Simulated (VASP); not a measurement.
Set up this calculation in VASP 6.6.1, as the native input.

| Property | Result |
| --- | --- |
| Task | electric field gradients |
| Functional | PBEsol |
| Potentials or basis | VASP PAW PBE potentials, release 64 (K_sv, Cl) |
| Cutoff | 400 eV |
| k mesh | 7 × 7 × 7 |
| Occupations | fermi-dirac, width 0.02 eV |
| Spin | no spin polarisation |
| Dipole correction | no |
| Further INCAR settings | ALGO = Normal; EDIFF = 1e-08; NBANDS = 15 |

The structure of KCl lies in POSCAR:

```
KCl
1.0
    3.6818212735      0.0000000000      0.0000000000
    0.0000000000      3.6818212735      0.0000000000
    0.0000000000      0.0000000000      3.6818212735
K Cl
1 1
Direct
    0.0000000000      0.0000000000      0.0000000000
    0.5000000000      0.5000000000      0.5000000000
```

This cell differs from its parent crystal: volume scaled by 1.04.

The input as run:

INCAR

```
SYSTEM = KCl
PREC = Accurate ; ENCUT = 400
EDIFF = 1E-8 ; ISMEAR = -1
SIGMA = 0.02 ; LREAL = .FALSE.
LASPH = .TRUE. ; NELM = 120
ALGO = Normal ; ISIF = 2
LWAVE = .FALSE. ; LCHARG = .FALSE.
GGA = PS ; LEFG = .TRUE.
NBANDS = 15 ; GGA_COMPAT = .FALSE.
```

KPOINTS

```
Automatic mesh
0
G
  7 7 7
  0 0 0
```

Potentials or basis: VASP PAW PBE potentials, release 64 (K_sv, Cl).

The run is started by

```console
$ cat potpaw_PBE.64/K_sv/POTCAR potpaw_PBE.64/Cl/POTCAR > POTCAR
$ mpirun -np 1 vasp_std > vasp.out
```

Results of the run:

```json
{"Pressure": "1.2 GPa", "Band gap on the k mesh": "5.19 eV, indirect (least direct gap 5.40 eV)"}
```

Caveat: without QUAD_EFG the Cq values of the log hold for a quadrupole moment of 1 mb, not for the nuclei; the PAW data sets were made with another functional, which shifts forces and pressure a little.

It took 12 s on 1 thread of Intel(R) Xeon(R) Platinum 8259CL CPU @ 2.50GHz (Skylake/Cascade Lake), on a shared host, peak memory 0.13 GiB.
